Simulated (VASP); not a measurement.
# KZnF3: single point with r2SCAN

Crystal: KZnF3.

```
CELL_PARAMETERS angstrom
4.02282 0.00000 0.00000
0.00000 4.02282 0.00000
0.00000 0.00000 4.02282
ATOMIC_POSITIONS crystal
Zn 0.50000 0.50000 0.50000
K 0.00000 0.00000 0.00000
F 0.50000 0.00000 0.50000
F 0.00000 0.50000 0.50000
F 0.50000 0.50000 0.00000
```

| Property | Result |
| --- | --- |
| Program | VASP 6.6.1 |
| Task | single point |
| Functional | r2SCAN |
| Potentials or basis | VASP PAW PBE potentials, release 64 (Zn, K_sv, F) |
| Cutoff | 520 eV |
| k mesh | 7 × 7 × 7 |
| Occupations | fermi-dirac, width 0.05 eV |
| Spin | no spin polarisation |

| Property | Result |
| --- | --- |
| Pressure | 1.9 GPa |
| Band gap on the k mesh | 4.75 eV, indirect (least direct gap 6.74 eV) |

Levels at points of the mesh, in eV from the valence-band top:
```
           k point  band 17  band 18  band 19  band 20  band 21  band 22  band 23  band 24  band 25  band 26
(0.00, 0.00, 0.00)    -2.24    -2.24    -1.99    -1.99    -1.99     4.75     9.31     9.31    10.44    11.84
```

Wall time 60 s on 1 thread of Intel(R) Xeon(R) 6975P-C (Granite Rapids), on a shared host, peak memory 0.19 GiB.

Caveat: the PAW data sets were made with another functional, which shifts forces and pressure a little. r2SCAN opens gaps a little over a GGA but as a rule still falls short of measured ones.
